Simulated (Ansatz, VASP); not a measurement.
# BiTe: VASP beside Ansatz

The input INCAR:

```
ALGO = Normal
EDIFF = 1E-7
ENCUT = 520
GGA = PE
ISIF = 2
ISMEAR = 0
LASPH = T
LCHARG = F
LREAL = F
LWAVE = F
NBANDS = 18
NELM = 80
PREC = Accurate
SIGMA = 0.05
```

KPOINTS

```
k-points
0
Gamma
  8 8 8
```

Contents of POSCAR:

```
BiTe
1.0
    0.0158031982      3.6169018497      3.6229600520
    3.6040988687      0.0157694269      3.6229938233
    3.6110502898      3.6238870420      0.0088180059
Bi Te
1 1
Direct
   -0.0131595163     -0.0065441898      0.0232691555
    0.2631595163      0.2565441898      0.2267308445
```

Input for Ansatz:

```yaml
crystal:
  lattice:
    - [0.0158031982, 3.6169018497, 3.622960052]
    - [3.6040988687, 0.0157694269, 3.6229938233]
    - [3.6110502898, 3.623887042, 0.0088180059]
  atoms:
    - { symbol: Bi, position: [-0.0131595163, -0.0065441898, 0.0232691555] }
    - { symbol: Te, position: [0.2631595163, 0.2565441898, 0.2267308445] }
basis:
  ecutwfc: 420
  ecutrho_ratio: 4
kpoints:
  mp_grid: { grid: [8, 8, 8] }
hamiltonian:
  xc: pbe
scf:
  occupations: { method: gaussian, width: 0.05 }
output:
  forces: true
  stress: true
  eigenvalues: true
```

Change from the starting cell: all atoms moved at random (sigma 0.06 Å), cell strained at random (1 %).

Alike in both runs: task single point; functional PBE; k mesh 8 × 8 × 8; occupations gaussian, width 0.05 eV; no spin polarisation.

```csv
,VASP,Ansatz
version,VASP 6.6.1,Ansatz 0.2.0
potentials or method,"VASP PAW PBE potentials, release 64 (Bi_d, Te), cutoff 520 eV","scalar-relativistic, plane waves, PAW"
valence electrons in the cell,21,31
```

Ansatz gave:

| Item | Value |
| --- | --- |
| gap on the k mesh at the Fermi level (eV) | none |
| pressure (GPa) | 0.4 |
| traceless stress, the component that is largest in VASP (GPa) | -0.37 |
| rms of the force components (eV/Å) | 0.124 |

What did VASP give for the same quantities?

gap on the k mesh at the Fermi level (eV): none; pressure (GPa): 0.4; traceless stress, the component that is largest in VASP (GPa): -0.38; rms of the force components (eV/Å): 0.125.

Atom by atom the forces differ by 0.001 eV/Å (rms over components). A gap of «none» marks a metal or a gap that the smearing closes. VASP's potentials hold 21 valence electrons a cell and Ansatz's 31, so a difference there can come from the potentials and not from the codes.

Neither program's run includes spin-orbit coupling.
